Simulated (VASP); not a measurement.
A run of VASP 6.6.1 is set up as follows.

Contents of INCAR:

```
SYSTEM = AgCl
  PREC = Accurate
  ENCUT = 520
  EDIFF = 1E-6
  ISMEAR = -1
  SIGMA = 0.05
  LREAL = .FALSE.
  LASPH = .TRUE.
  NELM = 80
  ALGO = Normal
  ISIF = 2
  LWAVE = .FALSE.
  LCHARG = .FALSE.
  GGA = PS
  NBANDS = 16
```

The input KPOINTS:

```
regular mesh
0
G
  8 8 8
  0 0 0
```

Contents of POSCAR:

```
AgCl
1.0
    0.0000000000      2.6980360093      2.6980360093
    2.6980360093      0.0000000000      2.6980360093
    2.6980360093      2.6980360093      0.0000000000
Ag Cl
1 1
Direct
    0.0000000000      0.0000000000      0.0000000000
    0.5000000000      0.5000000000      0.5000000000
```

Potentials or basis: VASP PAW PBE potentials, release 64 (Ag, Cl).

Launch:

```console
$ cat potpaw_PBE.64/Ag/POTCAR potpaw_PBE.64/Cl/POTCAR > POTCAR
$ mpirun -np 1 vasp_std > vasp.out
```

(1) What does it give for the pressure?

(2) What does it give for the band gap on the k mesh?

Answers

(1) 1.6 GPa.

(2) 0.72 eV (least direct gap 3.33 eV).

Caveat: the PAW data sets were made with another functional, which shifts forces and pressure a little.
